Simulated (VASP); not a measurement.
A run of VASP 6.6.1 is set up as follows.

File INCAR:

```
PREC = Accurate
ENCUT = 520
EDIFF = 1E-7
ISMEAR = 0
SIGMA = 0.02
LREAL = False
LASPH = True
NELM = 100
ALGO = Normal
ISIF = 2
LWAVE = False
LCHARG = False
GGA = PS
NBANDS = 16
```

Contents of KPOINTS:

```
Automatic mesh
0
Gamma
  12 12 12
```

POSCAR

```
GaAs
1.0
    0.0000000000      2.8295586673      2.8295586673
    2.8295586673      0.0000000000      2.8295586673
    2.8295586673      2.8295586673      0.0000000000
Ga As
1 1
Direct
    0.0000000000      0.0000000000      0.0000000000
    0.7500000000      0.7500000000      0.7500000000
```

Potentials or basis: VASP PAW PBE potentials, release 64 (Ga_d, As).

Run with:

```sh
$ cat potpaw_PBE.64/Ga_d/POTCAR potpaw_PBE.64/As/POTCAR > POTCAR
$ mpirun -np 1 vasp_std > vasp.out
```

Question: Estimate the band gap on the k mesh.

Answer: 0.43 eV.

Question: Estimate the pressure.

Answer: 0.2 GPa.

Caveat: semilocal functionals underestimate gaps, and a narrow one can read as zero; the PAW data sets were made with another functional, which shifts forces and pressure a little. A k mesh can miss the band edges.
